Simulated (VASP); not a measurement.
# GaSi62 (a cell with a defect): single point with LDA

System: GaSi62 (a cell with a defect).

```
Si Ga
1.0
    10.86000    0.00000    0.00000
     0.00000   10.86000    0.00000
     0.00000    0.00000   10.86000
Si Ga
62 1
Direct
  0.50276 0.00280 0.99769
  0.87091 0.37094 0.13176
  0.75238 0.00281 0.24729
  0.87509 0.12617 0.37469
  0.00219 0.99866 0.99912
  0.12489 0.12473 0.12536
  0.25008 0.25103 0.99907
  0.37538 0.37512 0.12393
  0.49864 0.50221 0.99912
  0.62470 0.62492 0.12536
  0.75099 0.75012 0.99907
  0.87510 0.87541 0.12392
  0.25180 0.00144 0.24865
  0.37849 0.12616 0.37158
  0.50277 0.25241 0.24730
  0.62614 0.37512 0.37468
  0.75094 0.50222 0.25143
  0.87533 0.62533 0.37691
  0.50142 0.00144 0.49826
  0.62470 0.12474 0.62518
  0.75099 0.25103 0.49998
  0.87385 0.37387 0.62801
  0.75094 0.99866 0.74788
  0.87091 0.11833 0.87915
  0.99572 0.49575 0.00224
  0.12410 0.62412 0.12443
  0.25064 0.75066 0.99964
  0.37848 0.87851 0.12393
  0.00219 0.25097 0.25143
  0.12531 0.37535 0.37691
  0.25041 0.50049 0.25179
  0.37573 0.62629 0.37434
  0.50142 0.75183 0.24865
  0.62615 0.87851 0.37158
  0.00046 0.99831 0.49966
  0.12410 0.12566 0.62597
  0.25064 0.25046 0.49944
  0.37316 0.37535 0.62476
  0.49828 0.50049 0.49967
  0.62564 0.62412 0.62597
  0.75043 0.75066 0.49943
  0.87533 0.87319 0.62476
  0.25041 0.99831 0.74960
  0.37538 0.12617 0.87497
  0.49864 0.25097 0.74788
  0.61832 0.37093 0.87916
  0.74783 0.49574 0.75435
  0.87384 0.62208 0.87622
  0.00046 0.75043 0.25178
  0.12626 0.87576 0.37434
  0.99943 0.49945 0.50189
  0.12478 0.62481 0.62528
  0.25047 0.75050 0.49959
  0.37573 0.87575 0.62380
  0.99572 0.24786 0.75435
  0.12205 0.37388 0.87622
  0.24817 0.49945 0.75064
  0.37316 0.62533 0.87474
  0.49828 0.75043 0.74960
  0.62614 0.87541 0.87497
  0.99942 0.74820 0.75065
  0.12531 0.87318 0.87474
  0.73749 0.23751 0.01259
```

- Program: VASP 6.6.1
- Task: single point
- Functional: LDA
- Potentials or basis: VASP PAW LDA potentials, release 64 (Si, Ga_d)
- Cutoff: 520 eV
- k mesh: 1 × 1 × 1
- Occupations: gaussian, width 0.02 eV
- Spin: collinear spin, zero start
- Dipole correction: no
- Charge: 2
- Further INCAR settings: LREAL = Auto; ALGO = Normal; EDIFF = 1e-07; NBANDS = 172; NELECT = 259.0

```yaml
Largest_force: 0.241 eV/Å
Net_moment: 0.00 μB per cell
Valence_electrons_inside_the_program's_atomic_spheres: Si 1.64, 1.70, 1.69, 1.71 (each value once); Ga 11.64
```

Forces in eV/Å, atoms in the order of the input:
```
Si  -0.022 -0.022  0.015
Si   0.032  0.032  0.015
Si  -0.015 -0.022  0.022
Si  -0.003  0.003  0.002
Si   0.002 -0.007  0.005
Si   0.000  0.003 -0.003
Si  -0.004 -0.002  0.002
Si  -0.002 -0.004 -0.003
Si  -0.007  0.002  0.005
Si   0.003  0.000 -0.003
Si  -0.002 -0.004  0.002
Si  -0.003 -0.002 -0.003
Si  -0.012 -0.007  0.007
Si  -0.016 -0.011  0.016
Si  -0.022 -0.015  0.022
Si   0.003 -0.004  0.002
Si  -0.004  0.002  0.007
Si  -0.005 -0.001  0.004
Si  -0.007 -0.007  0.011
Si   0.003  0.003  0.000
Si  -0.002 -0.002  0.004
Si   0.000 -0.001 -0.003
Si  -0.004 -0.007 -0.002
Si   0.032 -0.015 -0.032
Si   0.012  0.012  0.000
Si   0.001  0.001 -0.001
Si  -0.003 -0.003  0.003
Si  -0.016 -0.016  0.011
Si   0.002 -0.005  0.007
Si  -0.001 -0.005  0.004
Si  -0.003 -0.009 -0.002
Si  -0.003 -0.006  0.003
Si  -0.007 -0.011  0.007
Si  -0.011 -0.016  0.016
Si  -0.009  0.002  0.002
Si   0.001  0.001 -0.001
Si  -0.003 -0.003  0.003
Si  -0.004 -0.005  0.001
Si   0.002 -0.009  0.003
Si   0.000  0.001 -0.001
Si  -0.003 -0.003  0.003
Si  -0.005 -0.004  0.001
Si  -0.003  0.002  0.009
Si  -0.002  0.003  0.004
Si  -0.007 -0.005 -0.002
Si  -0.016  0.032 -0.032
Si   0.000  0.013 -0.013
Si   0.000  0.003  0.001
Si  -0.009 -0.002 -0.002
Si  -0.005 -0.003  0.003
Si  -0.002 -0.002 -0.003
Si   0.001  0.001 -0.001
Si   0.000  0.000  0.000
Si  -0.003 -0.003  0.006
Si   0.012  0.000 -0.012
Si   0.002  0.000  0.000
Si   0.003 -0.002  0.002
Si  -0.004 -0.001  0.005
Si   0.002 -0.003  0.009
Si   0.003 -0.002  0.004
Si  -0.002  0.003  0.002
Si  -0.001 -0.004  0.005
Ga   0.140  0.139 -0.139
```

Levels at points of the mesh, in eV from the Fermi level:
Spin up:
```tsv
k point	band 125	band 126	band 127	band 128	band 129	band 130	band 131	band 132	band 133	band 134
(0.00, 0.00, 0.00)	-0.99	-0.68	-0.68	-0.13	-0.13	0.00	0.75	0.75	0.84	0.86
```
Spin down:
```tsv
k point	band 128	band 129	band 130	band 131	band 132	band 133
(0.00, 0.00, 0.00)	-0.13	-0.13	0.00	0.75	0.75	0.84
```

Run time: 8.3 min on 1 thread of Intel(R) Xeon(R) 6975P-C (Granite Rapids) (shared host), peak memory 0.9 GiB.

Caveat: the k points lie up to 0.58 Å⁻¹ apart; the cell carries a net charge on a neutralising background, which shifts energy and pressure; the cell is charged against a uniform background, so pressure and absolute levels hang on convention.
